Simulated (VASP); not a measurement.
Runs of VASP 6.6.1 on Na. The structure is that of space group Im-3m (No. 229), or close to it. The cells are those of the table. 

| cell | gap on the mesh (eV) | pressure (GPa) |
| --- | --- | --- |
| a = 3.574 Å, angles 109.5°, 1 atom | none | 0.3 |
| a = 3.681 Å, angles 109.5°, 1 atom | none | (a) |
| a = 3.460 Å, angles 109.5°, 1 atom | none | (b) |
| a = 3.727 Å, angles 109.5°, 1 atom | none | -0.6 |
| a = 3.537 Å, angles 109.5°, 1 atom | none | 0.5 |

Alike in all rows: task single point; level PBEsol; potentials or basis VASP PAW PBE potentials, release 64 (Na_pv); no spin polarisation; k mesh 14 × 14 × 14; cutoff (eV) 520; smearing gaussian 0.1 eV.

Q: Estimate the missing entries.

A: (a) -0.4; (b) 1.3.

Caveats: the PAW data sets were made with another functional, which shifts forces and pressure a little.

A gap of «none» marks levels without a gap at the run's occupations.
